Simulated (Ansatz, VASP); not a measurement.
**Two plane-wave programs on W**

```
CELL_PARAMETERS angstrom
-1.58234 1.58234 1.58234
1.58234 -1.58234 1.58234
1.58234 1.58234 -1.58234
ATOMIC_POSITIONS crystal
W 0.00000 0.00000 0.00000
```

Alike in both runs: task single point; functional PBE; k mesh 9 × 9 × 9; no spin polarisation.

```csv
,VASP,Ansatz
version,VASP 6.6.1,Ansatz 0.2.0
potentials or method,"VASP PAW PBE potentials, release 64 (W_sv), cutoff 500 eV","plane waves, PAW"
occupations,"methfessel-paxton of order 1, width 0.3 eV","cold, width 0.3 eV"
valence electrons in the cell,14,14
```

Ansatz gave:

```
pressure (GPa) : 5.5
```

**Question.** What did VASP give for the same quantities?

**Answer.** Pressure (GPa): 6.0.

Spin-orbit coupling is off throughout.
